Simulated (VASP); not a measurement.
Write the native input for VASP 6.6.1 that does the following.

```yaml
Task: single point
Functional: r2SCAN
Dispersion: D3(BJ)
Potentials_or_basis: VASP PAW PBE potentials, release 64 (Se, Sn_d)
Cutoff: 520 eV
k_mesh: 10 × 10 × 10
Occupations: gaussian, width 0.05 eV
Spin: no spin polarisation
Dipole_correction: no
Further_INCAR_settings: ALGO = Normal; EDIFF = 1e-06; NBANDS = 17
```

SnSe:

```
Se Sn
1.0
     3.58515    0.00000    0.00000
     0.00000    3.58515    0.00000
     0.00000    0.00000    3.58515
Se Sn
1 1
Direct
  0.00000 0.00000 0.00000
  0.50000 0.50000 0.50000
```

The input as run:

POSCAR

```
SnSe
1.0
    3.5851473691      0.0000000000      0.0000000000
    0.0000000000      3.5851473691      0.0000000000
    0.0000000000      0.0000000000      3.5851473691
Se Sn
1 1
Direct
    0.0000000000      0.0000000000      0.0000000000
    0.5000000000      0.5000000000      0.5000000000
```

INCAR.step1

```
SYSTEM = SnSe
PREC = Accurate
ENCUT = 520
ISMEAR = 0
SIGMA = 0.05
LREAL = .FALSE.
LASPH = .TRUE.
NELM = 60
NBANDS = 17
GGA = PE
ALGO = Normal
EDIFF = 1E-4
LWAVE = .TRUE.
LCHARG = .FALSE.
```

INCAR.step2

```
SYSTEM = SnSe
PREC = Accurate
ENCUT = 520
EDIFF = 1E-6
ISMEAR = 0
SIGMA = 0.05
LREAL = .FALSE.
LASPH = .TRUE.
NELM = 60
ALGO = Normal
ISIF = 2
LWAVE = .FALSE.
LCHARG = .FALSE.
METAGGA = R2SCAN
LMIXTAU = .TRUE.
IVDW = 12
VDW_S6 = 1.0
VDW_S8 = 0.78981345
VDW_A1 = 0.49484001
VDW_A2 = 5.73083694
NBANDS = 17
ISTART = 1
```

KPOINTS

```
Automatic mesh
0
G
  10 10 10
  0 0 0
```

Potentials or basis: VASP PAW PBE potentials, release 64 (Se, Sn_d).

Command:

```bash
$ cat potpaw_PBE.64/Se/POTCAR potpaw_PBE.64/Sn_d/POTCAR > POTCAR
$ cp INCAR.step1 INCAR
$ mpirun -np 1 vasp_std > vasp.out
$ cp INCAR.step2 INCAR
$ mpirun -np 1 vasp_std > vasp.out
```

Results of the run:

```yaml
Pressure: 2.4 GPa
Band_gap_on_the_k_mesh: zero (bands 10 and 11 overlap by 1.60 eV)
Dispersion_energy_per_atom: -0.196 eV
```

Caveat: the PAW data sets were made with another functional, which shifts forces and pressure a little; spin-orbit coupling is left out, which moves the levels of the heavy elements.

Wall time 3.5 min on 1 thread of Intel Xeon 8259CL, with other jobs on the host, peak memory 0.2 GiB.
